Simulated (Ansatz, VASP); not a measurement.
## One calculation of W3C, two programs

```xyz
4
Lattice="2.7318 0.0000 0.0000 -0.9106 2.5755 0.0000 0.0000 0.0000 21.3159" Properties=species:S:1:pos:R:3 pbc="T T T"
W     0.9106    1.2878    4.0000
W     0.0000    0.0000    6.1580
W     0.9106    1.2878    8.3159
C     1.8212    2.5755   10.4559
```

Alike in both runs: task single point; functional PBEsol; k mesh 10 × 10 × 1; occupations gaussian, width 0.1 eV; no spin polarisation.

```csv
,VASP,Ansatz
version,VASP 6.6.1,Ansatz 0.2.0
potentials or method,"VASP PAW PBE potentials, release 64 (W_sv, C), cutoff 520 eV","scalar-relativistic, plane waves, PAW"
valence electrons in the cell,46,46
```

```tsv
	VASP	Ansatz	Ansatz less VASP
gap on the k mesh at the Fermi level (eV)	none	none	-
rms of the force components (eV/Å)	1.432	1.427	-0.0047
```

VASP's potentials were made for PBE, not for PBEsol. Atom by atom the forces differ by 0.015 eV/Å (rms over components). A gap of «none» marks a metal or a gap that the smearing closes.

Spin-orbit coupling is off throughout.
